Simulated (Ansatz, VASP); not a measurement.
## Two plane-wave programs on Si6P

```
Si P
1.0
     5.94353    0.00000    0.00000
     0.00000    5.94353    0.00000
     0.00000    0.00000    5.94353
Si P
6 1
Direct
  0.20864 0.50000 0.50000
  0.50000 0.50000 0.79136
  0.50000 0.50000 0.20864
  0.50000 0.20864 0.50000
  0.50000 0.79136 0.50000
  0.79136 0.50000 0.50000
  0.00000 0.00000 0.00000
```

Change from the starting cell: species swapped into the GdB6 type (Pm-3m, No. 221).

Alike in both runs: functional PBE; k mesh 6 × 6 × 6; occupations gaussian, width 0.1 eV; no spin polarisation.

Ansatz relaxed the structure, and its values are those at the end. VASP's run is a single point on that final structure, the one shown.

```csv
,VASP,Ansatz
version,VASP 6.6.1,Ansatz 0.2.0
potentials or method,"VASP PAW PBE potentials, release 64 (Si, P), cutoff 520 eV","scalar-relativistic, plane waves, PAW"
valence electrons in the cell,29,29
```

```csv
,VASP,Ansatz,Ansatz less VASP
gap on the k mesh at the Fermi level (eV),none,none,-
pressure (GPa),0.0,0.0,+0.04
```

A gap of «none» marks a metal or a gap that the smearing closes. The functional is the same, so the differences come from potentials, cutoffs and numerics.
